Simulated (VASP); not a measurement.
## CdSe: single point with PBE

The system is CdSe.

```
Cd Se
1.0
     4.12269    0.00000    0.00000
    -2.06135    3.57036    0.00000
     0.00000    0.00000    6.79253
Cd Se
2 2
Direct
  0.33333 0.66667 0.00616
  0.66667 0.33333 0.50616
  0.33333 0.66667 0.37884
  0.66667 0.33333 0.87884
```

```yaml
Program: VASP 6.6.1
Task: single point
Functional: PBE
Potentials_or_basis: VASP PAW PBE potentials, release 64 (Cd, Se)
Cutoff: 520 eV
k_mesh: 10 × 10 × 6
Occupations: gaussian, width 0.05 eV
Spin: no spin polarisation
```

- Pressure: 12.2 GPa
- Band gap on the k mesh: 0.90 eV

Levels at points of the mesh, in eV from the valence-band top:
```tsv
k point	band 14	band 15	band 16	band 17	band 18	band 19	band 20	band 21	band 22	band 23
(0.00, 0.00, 0.00)	-0.94	-0.94	-0.11	0.00	0.00	0.90	2.38	5.86	5.86	6.02
(0.50, 0.00, 0.00)	-4.19	-3.27	-2.29	-1.72	-0.93	3.30	3.40	4.64	6.40	6.49
(0.00, 0.00, 0.50)	-3.05	-0.50	-0.50	-0.50	-0.50	2.60	2.60	6.00	6.00	6.29
(0.50, 0.00, 0.50)	-4.88	-1.73	-1.73	-1.66	-1.66	2.90	2.90	4.84	4.84	8.06
```

Run time: 2.3 min on 1 thread of Intel Xeon 8259CL (shared host), peak memory 0.3 GiB.

Caveat: the cell stands under pressure. A hybrid or GW would open this gap; PBE tends to underestimate it.
